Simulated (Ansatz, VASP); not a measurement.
**K: VASP beside Ansatz**

The input INCAR:

```
PREC = Accurate ; ENCUT = 520
EDIFF = 1E-7 ; ISMEAR = 0
SIGMA = 0.15 ; LREAL = F
LASPH = T ; NELM = 100
ALGO = Fast ; ISIF = 2
LWAVE = F ; LCHARG = F
GGA = PE ; NBANDS = 10
```

KPOINTS

```
regular mesh
0
Gamma
  12 12 12
```

Contents of POSCAR:

```
K
1.0
    4.3104394900      0.0000000000      0.0000000000
    0.0000000000      4.3104394900      0.0000000000
    0.0000000000      0.0000000000      4.4397526747
K
1
Direct
    0.0000000000      0.0000000000      0.0000000000
```

Input for Ansatz:

```yaml
crystal:
  lattice:
    - [4.31043949, 0.0, 0.0]
    - [0.0, 4.31043949, 0.0]
    - [0.0, 0.0, 4.4397526747]
  atoms:
    - { symbol: K, position: [0.0, 0.0, 0.0] }
basis:
  ecutwfc: 420
kpoints:
  mp_grid: { grid: [12, 12, 12] }
hamiltonian:
  xc: pbe
scf:
  occupations: { method: gaussian, width: 0.15 }
output:
  forces: true
  stress: true
  eigenvalues: true
```

Change from the starting cell: strain +0.000 along x and y, +0.030 along z, atoms carried along.

Alike in both runs: task single point; functional PBE; k mesh 12 × 12 × 12; occupations gaussian, width 0.15 eV; no spin polarisation.

|  | VASP | Ansatz |
| --- | --- | --- |
| version | VASP 6.6.1 | Ansatz 0.2.0 |
| potentials or method | VASP PAW PBE potentials, release 64 (K_sv), cutoff 520 eV | scalar-relativistic, plane waves, PAW |
| valence electrons in the cell | 9 | 9 |

|  | VASP | Ansatz | Ansatz less VASP |
| --- | --- | --- | --- |
| gap on the k mesh at the Fermi level (eV) | none | none | - |
| pressure (GPa) | -0.1 | -0.1 | +0.01 |
| traceless stress, the component that is largest in VASP (GPa) | -0.15 | -0.15 | +0.001 |

A gap of «none» marks a metal or a gap that the smearing closes. With one functional, cell and mesh, what is left measures potentials, basis and numerics.
